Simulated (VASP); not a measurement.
# ZrB2 (P6/mmm) in VASP: a series of runs

The runs below take ZrB2 through single point, with LDA.

All numbers are computed with VASP 6.6.1; they aren't measurements. Logs are shortened: lines on timing, memory, paths and dates and some standing lists are left out, and cuts for length are marked.

## Step 1: The cell of the first run

It takes space group P6/mmm (No. 191, hexagonal). Conventional cell: a = 3.133 Å, b = 3.133 Å, c = 3.520 Å, α = 90.00°, β = 90.00°, γ = 120.00°. Zr (site symmetry 6/mmm) has 12 B at 2.52 Å and 6 Zr at 3.13 Å within 3.3 Å. Within 2.4 Å of B (site symmetry -6m2) lie 3 B at 1.81 Å.

## Step 2: Single point, LDA (equal xx and yy strain of -1 %)

Input file INCAR:

```
SYSTEM = ZrB2
  PREC = Accurate
  ENCUT = 520
  EDIFF = 1E-7
  ISMEAR = -1
  SIGMA = 0.05
  LREAL = .False.
  LASPH = .True.
  NELM = 100
  ALGO = Normal
  ISIF = 2
  LWAVE = .False.
  LCHARG = .True.
  LELF = .True.
  LVHAR = .True.
  NBANDS = 16
```

Input file KPOINTS:

```
regular mesh
0
Gamma
  12 12 9
  0 0 0
```

Input file POSCAR:

```
ZrB2
1.0
    3.1333498272      0.0000000000      0.0000000000
   -1.5666749137      2.7135605494      0.0000000000
    0.0000000000      0.0000000000      3.5200000000
Zr B
1 2
Direct
    0.0000000000      0.0000000000      0.0000000000
    0.3333333333      0.6666666667      0.5000000000
    0.6666666667      0.3333333333      0.5000000000
```

Potentials or basis: VASP PAW LDA potentials, release 64 (Zr_sv, B).

Launch:

```console
$ cat potpaw_LDA.64/Zr_sv/POTCAR potpaw_LDA.64/B/POTCAR > POTCAR
$ mpirun -np 1 vasp_std > vasp.out
```

OUTCAR:

```text
SYSTEM = ZrB2
   PREC = Accurate
   ENCUT = 520
   EDIFF = 1E-7
   ISMEAR = -1
   LREAL = .False.
   LASPH = .True.
   NELM = 100
   ISIF = 2

 ion  position               nearest neighbor table
   1  0.000  0.000  0.000-   2 2.52   3 2.52   2 2.52   3 2.52   3 2.52   3 2.52   2 2.52   2 2.52
                             3 2.52   3 2.52   2 2.52   2 2.52
   2  0.333  0.667  0.500-   3 1.81   3 1.81   3 1.81   1 2.52   1 2.52   1 2.52   1 2.52   1 2.52
                             1 2.52
   3  0.667  0.333  0.500-   2 1.81   2 1.81   2 1.81   1 2.52   1 2.52   1 2.52   1 2.52   1 2.52
                             1 2.52

  LATTYP: Found a hexagonal cell.
 ALAT       =     3.1333498272
 C/A-ratio  =     1.1233983418

  Lattice vectors:

 A1 = (   3.1333498272,   0.0000000000,   0.0000000000)
 A2 = (  -1.5666749137,   2.7135605494,   0.0000000000)
 A3 = (   0.0000000000,   0.0000000000,   3.5200000000)

Analysis of symmetry for initial positions (statically):
=====================================================================
 Subroutine PRICEL returns:
 Original cell was already a primitive cell.

 Routine SETGRP: Setting up the symmetry group for a
 hexagonal supercell.

 Subroutine GETGRP returns: Found 24 space group operations
 (whereof 24 operations were pure point group operations)
 out of a pool of 24 trial point group operations.

The static configuration has the point symmetry D_6h.

Analysis of symmetry for dynamics (positions and initial velocities):
=====================================================================
 Subroutine PRICEL returns:
 Original cell was already a primitive cell.

 Routine SETGRP: Setting up the symmetry group for a
 hexagonal supercell.

 Subroutine GETGRP returns: Found 24 space group operations
 (whereof 24 operations were pure point group operations)
 out of a pool of 24 trial point group operations.

The dynamic configuration has the point symmetry D_6h.

 Subroutine INISYM returns: Found 24 space group operations
 (whereof 24 operations are pure point group operations),
 and found     1 'primitive' translations

----------------------------------------------------------------------------------------

                                     Primitive cell

  volume of cell :      29.9289

  direct lattice vectors                    reciprocal lattice vectors
     3.133349827  0.000000000  0.000000000     0.319147256  0.184259754  0.000000000
    -1.566674914  2.713560549  0.000000000     0.000000000  0.368519509  0.000000000
     0.000000000  0.000000000  3.520000000     0.000000000  0.000000000  0.284090909

  length of vectors
     3.133349827  3.133349827  3.520000000     0.368519509  0.368519509  0.284090909

  position of ions in fractional coordinates (direct lattice)
     0.000000000  0.000000000  0.000000000
     0.333333333  0.666666667  0.500000000
     0.666666667  0.333333333  0.500000000

  ion indices of the primitive-cell ions
   primitive index   ion index
                 1           1
                 2           2
                 3           3

----------------------------------------------------------------------------------------

 KPOINTS: regular mesh

Automatic generation of k-mesh.
 Grid dimensions read from file:
 generate k-points for:   12   12    9

 Generating k-lattice:

  Cartesian coordinates                     Fractional coordinates (reciprocal lattice)
     0.026595605  0.015354980  0.000000000     0.083333333 -0.000000000  0.000000000
     0.000000000  0.030709959  0.000000000     0.000000000  0.083333333  0.000000000
     0.000000000  0.000000000  0.031565657     0.000000000  0.000000000  0.111111111

  Length of vectors
     0.030709959  0.030709959  0.031565657

  Shift w.r.t. Gamma in fractional coordinates (k-lattice)
     0.000000000  0.000000000  0.000000000

 Subroutine IBZKPT returns following result:
 ===========================================

 Found     95 irreducible k-points:

 Following reciprocal coordinates:
            Coordinates               Weight
  0.000000  0.000000  0.000000      1.000000
  0.083333  0.000000  0.000000      6.000000
  0.166667  0.000000  0.000000      6.000000
  0.250000  0.000000  0.000000      6.000000
  0.333333  0.000000  0.000000      6.000000
  0.416667  0.000000  0.000000      6.000000
[... 16 lines left out ...]
  0.250000  0.000000  0.111111     12.000000
  0.333333  0.000000  0.111111     12.000000
 [... further k-points ...]
   k-points           NKPTS =     95   k-points in BZ     NKDIM =     95   number of bands    NBANDS=     16
   number of dos      NEDOS =    301   number of ions     NIONS =      3
   total plane-waves  NPLWV =  16128
   dimension x,y,z NGX =    24 NGY =   24 NGZ =   28
   dimension x,y,z NGXF=    48 NGYF=   48 NGZF=   56
   ions per type =               1   2
   NGX,Y,Z   is equivalent  to a cutoff of  12.73, 12.73, 13.22 a.u.
   NGXF,Y,Z  is equivalent  to a cutoff of  25.47, 25.47, 26.45 a.u.
 SYSTEM =  ZrB2
   PREC   = accura    normal or accurate (medium, high low for compatibility)
   ISTART =      0    job   : 0-new  1-cont  2-samecut
   ICHARG =      2    charge: 1-file 2-atom 10-const
   ISPIN  =      1    spin polarized calculation?
   LNONCOLLINEAR =      F non collinear calculations
   LSORBIT =      F    spin-orbit coupling
   LASPH  =      T    aspherical Exc in radial PAW
   ENCUT  =  520.0 eV  38.22 Ry    6.18 a.u.   5.83  5.83  6.54*2*pi/ulx,y,z
   NELM   =    100;   NELMIN=  2; NELMDL= -5     # of ELM steps
   EDIFF  = 0.1E-06   stopping-criterion for ELM
   LREAL  =      F    real-space projection
   EDIFFG = 0.1E-05   stopping-criterion for IOM
   NSW    =      0    number of steps for IOM
   IBRION =     -1    ionic relax: 0-MD 1-quasi-New 2-CG
   NFREE  =      0    steps in history (QN), initial steepest desc. (CG)
   ISIF   =      2    stress and relaxation
   ISYM   =      2    0-nonsym 1-usesym 2-fastsym
   POTIM  = 0.5000    time-step for ionic-motion
   TEBEG  =    0.0;   TEEND  =   0.0 temperature during run
   PSTRESS=    0.0 pullay stress
   NELECT =      18.0000    total number of electrons
   NUPDOWN=      -1.0000    fix difference up-down
   EMIN   =  10.00;   EMAX   =-10.00  energy-range for DOS
   EFERMI =   0.00;   METHOD = LEGACY
   ISMEAR =    -1;   SIGMA  =   0.05  broadening in eV -4-tet -1-fermi 0-gaus
   EFERMI_NEDOS =   21; number of points for ismear=-14 and -15
   IALGO  =     38    algorithm
   IMIX   =      4    mixing-type and parameters
     AMIX     =   0.40;   BMIX     =  1.00
     AMIX_MAG =   1.60;   BMIX_MAG =  1.00
  volume/ion in A,a.u.               =       9.98        67.32
  Fermi-wavevector in a.u.,A,eV,Ry     =   1.381875  2.611364 25.981379  1.909577
  Thomas-Fermi vector in A             =   2.506618
   LORBIT       =      0    0 simple, 1 ext, 2 COOP (PROOUT), +10 PAW based schemes
   GGA     = CA    functional components
   LHFCALC =     F    Hartree Fock is set to
   AEXX    =    0.0000 exact exchange contribution
   IVDW    =     0    specifies the selected vdW correction
   LEPSILON=     F    determine dielectric tensor
   LRPA    =     F    only Hartree local field effects (RPA)
 non-spin polarized calculation
  energy-cutoff  :      520.00
  volume of cell :       29.93
 maximum number of plane-waves:       822
 NGX is ok and might be reduce to    24
   NGX = 11   NGY = 11   NGZ = 13

 number of electron      18.0000000 magnetization

 Free energy of the ion-electron system (eV)
  ---------------------------------------------------
  ext. energy  EPLUGINS =         0.00000000
  ---------------------------------------------------
  free energy    TOTEN  =       -27.48342696 eV

  energy without entropy =      -27.48149284  energy(sigma->0) =      -27.48245990

 E-fermi :  10.8317     XC(G=0): -12.7111

 val. band max:       10.8275803055   @ k =   0.1667   0.1667   0.1111
 cond. band min:      10.8906868220   @ k =   0.1667   0.1667   0.2222
 fundamental gap:      0.0631065165
 Fermi energy:        10.8317481409

 k-point     1 :       0.0000    0.0000    0.0000
  band No.  band energies     occupation
      1     -37.5116      2.00000
      2     -15.8785      2.00000
      3     -15.2496      2.00000
      4     -15.2496      2.00000
      5      -1.9291      2.00000
      6       8.0873      2.00000
[... 8 lines left out ...]
     15      16.0840      0.00000
     16      16.0840      0.00000

 k-point     2 :       0.0833    0.0000    0.0000
  band No.  band energies     occupation
      1     -37.5026      2.00000
      2     -15.8653      2.00000
      3     -15.3264      2.00000
      4     -15.2661      2.00000
      5      -1.7865      2.00000
      6       7.7459      2.00000
[... 8 lines left out ...]
     15      16.6909      0.00000
     16      16.9802      0.00000

 k-point     3 :       0.1667    0.0000    0.0000
  band No.  band energies     occupation
      1     -37.4776      2.00000
      2     -15.8291      2.00000
      3     -15.5315      2.00000
      4     -15.3111      2.00000
      5      -1.3769      2.00000
      6       6.8004      2.00000
[... 8 lines left out ...]
     15      17.6827      0.00000
     16      18.0963      0.00000

 k-point     4 :       0.2500    0.0000    0.0000
  band No.  band energies     occupation
      1     -37.4434      2.00000
      2     -15.8009      2.00000
      3     -15.7792      2.00000
      4     -15.3718      2.00000
      5      -0.7434      2.00000
      6       5.6480      2.00000
[... 8 lines left out ...]
     15      18.0835      0.00000
     16      19.9696      0.00000
[... 324 lines left out ...]
 k-point    22 :       0.1667    0.0000    0.1111
  band No.  band energies     occupation
      1     -37.4752      2.00000
      2     -15.8752      2.00000
      3     -15.5264      2.00000
      4     -15.3075      2.00000
      5      -1.2121      2.00000
      6       6.7582      2.00000
[... 8 lines left out ...]
     15      17.9192      0.00000
     16      18.5511      0.00000

 k-point    23 :       0.2500    0.0000    0.1111
  band No.  band energies     occupation
      1     -37.4410      2.00000
      2     -15.8273      2.00000
      3     -15.7901      2.00000
      4     -15.3678      2.00000
      5      -0.6100      2.00000
      6       5.5700      2.00000
[... 8 lines left out ...]
     15      18.2821      0.00000
     16      20.0765      0.00000

 k-point    24 :       0.3333    0.0000    0.1111
  band No.  band energies     occupation
      1     -37.4065      2.00000
      2     -16.0527      2.00000
      3     -15.7692      2.00000
      4     -15.4272      2.00000
      5       0.1581      2.00000
      6       4.3480      2.00000
[... 8 lines left out ...]
     15      18.6566      0.00000
     16      21.6632      0.00000

 [... further k-points ...]

------------------------ aborting loop because EDIFF is reached ----------------------------------------

  FORCE on cell =-STRESS in cart. coord.  units (eV):
  Direction    XX          YY          ZZ          XY          YZ          ZX
  --------------------------------------------------------------------------------------
  -------------------------------------------------------------------------------------
  Total       -0.1652745     -0.1652745     -0.6709914      0.0000000     -0.0000000      0.0000000
  in kB       -8.8475952     -8.8475952    -35.9200098      0.0000000     -0.0000000      0.0000000
  external PRESSURE =     -17.8717334 kB  Pullay stress =       0.0000000 kB

 VOLUME and BASIS-vectors are now :
 -----------------------------------------------------------------------------
  energy-cutoff  :      520.00
  volume of cell :       29.93
      direct lattice vectors                 reciprocal lattice vectors
     3.133349827  0.000000000  0.000000000     0.319147256  0.184259754  0.000000000
    -1.566674914  2.713560549  0.000000000     0.000000000  0.368519509  0.000000000
     0.000000000  0.000000000  3.520000000     0.000000000  0.000000000  0.284090909

 POSITION                                       TOTAL-FORCE (eV/Angst)
 -----------------------------------------------------------------------------------
      0.00000      0.00000      0.00000        -0.000000      0.000000      0.000000
     -0.00000      1.80904      1.76000         0.000000      0.000000     -0.000000
      1.56667      0.90452      1.76000        -0.000000      0.000000      0.000000
 -----------------------------------------------------------------------------------
    total drift:                               -0.000000      0.000000      0.000000

  FREE ENERGIE OF THE ION-ELECTRON SYSTEM (eV)
  ---------------------------------------------------
  free  energy   TOTEN  =       -27.4834269645 eV

  energy  without entropy=      -27.4814928432  energy(sigma->0) =      -27.48245990
```

Run time: 17 s. Hardware: 1 thread of Intel Xeon Platinum 8559C (Emerald Rapids), shared host; peak memory 0.16 GiB.

Results:

```yaml
Free_energy: -27.4834 eV
Pressure: -1.8 GPa
Band_gap_on_the_k_mesh: zero (band 9 reaches 11.57 eV, above the bottom of band 10 at 10.19 eV)
```

Levels at points of the mesh, in eV from the Fermi level:
| k point | band 5 | band 6 | band 7 | band 8 | band 9 | band 10 | band 11 | band 12 | band 13 | band 14 |
| --- | --- | --- | --- | --- | --- | --- | --- | --- | --- | --- |
| (0.00, 0.00, 0.00) | -12.76 | -2.74 | -2.69 | -2.69 | -2.41 | 3.43 | 3.43 | 4.15 | 4.15 | 5.23 |
| (0.50, 0.00, 0.00) | -9.05 | -8.40 | -4.09 | -3.11 | -2.82 | 2.21 | 2.28 | 5.08 | 5.12 | 6.65 |

Caveat: the cell differs from its parent crystal (equal xx and yy strain of -1 %).

## Step 3: Single point, LDA (zz strain of -1 %)

Input file INCAR:

```
SYSTEM = ZrB2
PREC     = Accurate       ! precision mode
ENCUT    = 520            ! plane-wave cutoff, eV
EDIFF    = 1E-7           ! SCF threshold, eV
ISMEAR   = -1             ! smearing method
SIGMA    = 0.05           ! smearing width, eV
LREAL    = .False.        ! projectors in reciprocal space
LASPH    = .True.         ! aspherical terms in the spheres
NELM     = 60             ! most SCF steps
ALGO     = Normal         ! electronic algorithm
ISIF     = 2              ! what is computed and relaxed
LWAVE    = .False.        ! write WAVECAR
LCHARG   = .False.        ! write CHGCAR
GGA      = CA             ! functional
NBANDS   = 16             ! bands
```

Input file KPOINTS:

```
Automatic mesh
0
Gamma
  12 12 9
  0 0 0
```

Input file POSCAR:

```
ZrB2
1.0
    3.1649998255      0.0000000000      0.0000000000
   -1.5824999128      2.7409702519      0.0000000000
    0.0000000000      0.0000000000      3.4848000000
Zr B
1 2
Direct
    0.0000000000      0.0000000000      0.0000000000
    0.3333333333      0.6666666667      0.5000000000
    0.6666666667      0.3333333333      0.5000000000
```

Potentials or basis: VASP PAW LDA potentials, release 64 (Zr_sv, B).

Launch:

```console
$ cat potpaw_LDA.64/Zr_sv/POTCAR potpaw_LDA.64/B/POTCAR > POTCAR
$ mpirun -np 1 vasp_std > vasp.out
```

It took 18 s on 1 thread of Intel Xeon Platinum 8559C (Emerald Rapids), shared host; peak memory 0.16 GiB.

The run converged. Its results:

| Item | Value |
| --- | --- |
| Free energy | -27.4751 eV |
| Pressure | -4.5 GPa |
| Band gap on the k mesh | zero (band 9 reaches 11.32 eV, above the bottom of band 10 at 10.16 eV) |

Stress tensor (GPa, compression positive):
```
-6.08  0.00  0.00
 0.00 -6.08  0.00
 0.00  0.00 -1.43
```

Levels at points of the mesh, in eV from the Fermi level:
| k point | band 6 | band 7 | band 8 | band 9 | band 10 | band 11 | band 12 | band 13 |
| --- | --- | --- | --- | --- | --- | --- | --- | --- |
| (0.00, 0.00, 0.00) | -2.81 | -2.81 | -2.67 | -2.26 | 3.37 | 3.37 | 4.26 | 4.26 |
| (0.50, 0.00, 0.00) | -8.41 | -3.94 | -3.14 | -2.81 | 2.25 | 2.28 | 4.86 | 5.03 |

Caveat: the cell differs from its parent crystal (zz strain of -1 %).

## Step 4: Single point, LDA (zz strain of +1 %)

Input file INCAR:

```
SYSTEM = ZrB2
PREC = Accurate
ENCUT = 520
EDIFF = 1E-7
ISMEAR = -1
SIGMA = 0.05
LREAL = .FALSE.
LASPH = .TRUE.
NELM = 80
ALGO = Normal
ISIF = 2
LWAVE = .FALSE.
LCHARG = .FALSE.
GGA = CA
NBANDS = 16
```

Input file KPOINTS:

```
regular mesh
0
G
  12 12 9
  0 0 0
```

POSCAR, as its differences from that of step 3:

```diff
@@ -4,3 +4,3 @@
    -1.5824999128      2.7409702519      0.0000000000
-    0.0000000000      0.0000000000      3.4848000000
+    0.0000000000      0.0000000000      3.5552000000
 Zr B
```

Launch:

```console
$ cat potpaw_LDA.64/Zr_sv/POTCAR potpaw_LDA.64/B/POTCAR > POTCAR
$ mpirun -np 1 vasp_std > vasp.out
```

It took 18 s on 1 thread of Intel Xeon Platinum 8559C (Emerald Rapids), shared host; peak memory 0.16 GiB.

Results (log left out):

| Item | Value |
| --- | --- |
| Free energy | -27.4529 eV |
| Pressure | -9.0 GPa |
| Band gap on the k mesh | zero (band 9 reaches 11.20 eV, above the bottom of band 10 at 9.86 eV) |

Stress tensor (GPa, compression positive):
```
 -8.32   0.00   0.00
  0.00  -8.32   0.00
  0.00   0.00 -10.27
```

Levels at points of the mesh, in eV from the Fermi level:
| k point | band 6 | band 7 | band 8 | band 9 | band 10 | band 11 | band 12 | band 13 |
| --- | --- | --- | --- | --- | --- | --- | --- | --- |
| (0.00, 0.00, 0.00) | -2.68 | -2.63 | -2.63 | -2.42 | 3.29 | 3.29 | 4.00 | 4.00 |
| (0.50, 0.00, 0.00) | -8.39 | -3.99 | -3.08 | -2.74 | 2.15 | 2.20 | 4.88 | 4.91 |

Caveat: the cell differs from its parent crystal (zz strain of +1 %).

## Step 5: Single point, LDA (zz strain of +2 %)

Input file INCAR:

```
SYSTEM = ZrB2
  PREC = Accurate
  ENCUT = 520
  EDIFF = 1E-6
  ISMEAR = -1
  SIGMA = 0.05
  LREAL = .False.
  LASPH = .True.
  NELM = 100
  ALGO = Normal
  ISIF = 2
  LWAVE = .False.
  LCHARG = .False.
  GGA = CA
  NBANDS = 16
```

Input file KPOINTS:

```
regular mesh
0
Gamma
  12 12 9
  0 0 0
```

POSCAR, as its differences from that of step 4:

```diff
@@ -4,3 +4,3 @@
    -1.5824999128      2.7409702519      0.0000000000
-    0.0000000000      0.0000000000      3.5552000000
+    0.0000000000      0.0000000000      3.5904000000
 Zr B
```

Launch:

```console
$ cat potpaw_LDA.64/Zr_sv/POTCAR potpaw_LDA.64/B/POTCAR > POTCAR
$ mpirun -np 1 vasp_std > vasp.out
```

It took 16 s on 1 thread of Intel Xeon Platinum 8559C (Emerald Rapids), shared host; peak memory 0.16 GiB.

It converged, with:

```
Free energy            : -27.4297 eV
Pressure               : -11.0 GPa
Band gap on the k mesh : zero (band 9 reaches 10.96 eV, above the bottom of band 10 at 9.72 eV)
```

Stress tensor (GPa, compression positive):
```
 -9.31   0.00   0.00
  0.00  -9.31   0.00
  0.00   0.00 -14.32
```

Levels at points of the mesh, in eV from the Fermi level:
```tsv
k point	band 5	band 6	band 7	band 8	band 9	band 10	band 11	band 12	band 13	band 14
(0.00, 0.00, 0.00)	-12.58	-2.68	-2.54	-2.54	-2.50	3.26	3.26	3.88	3.88	5.11
(0.50, 0.00, 0.00)	-8.86	-8.38	-4.00	-3.04	-2.70	2.11	2.16	4.84	4.88	6.36
```

Caveat: the cell differs from its parent crystal (zz strain of +2 %).

## Step 6: Summary

| cell | gap on the mesh (eV) | pressure (GPa) |
| --- | --- | --- |
| a = 3.133, b = 3.133, c = 3.520 Å, angles 90.0, 90.0, 120.0°, 3 atoms | none | -1.8 |
| a = 3.165, b = 3.165, c = 3.485 Å, angles 90.0, 90.0, 120.0°, 3 atoms | none | -4.5 |
| a = 3.165, b = 3.165, c = 3.555 Å, angles 90.0, 90.0, 120.0°, 3 atoms | none | -9.0 |
| a = 3.165, b = 3.165, c = 3.590 Å, angles 90.0, 90.0, 120.0°, 3 atoms | none | -11.0 |

Alike in all rows: task single point; level LDA; potentials or basis VASP PAW LDA potentials, release 64 (Zr_sv, B); no spin polarisation; k mesh 12 × 12 × 9; cutoff (eV) 520; smearing fermi-dirac 0.05 eV.

Absolute energies hang on the potentials; compare differences alone.
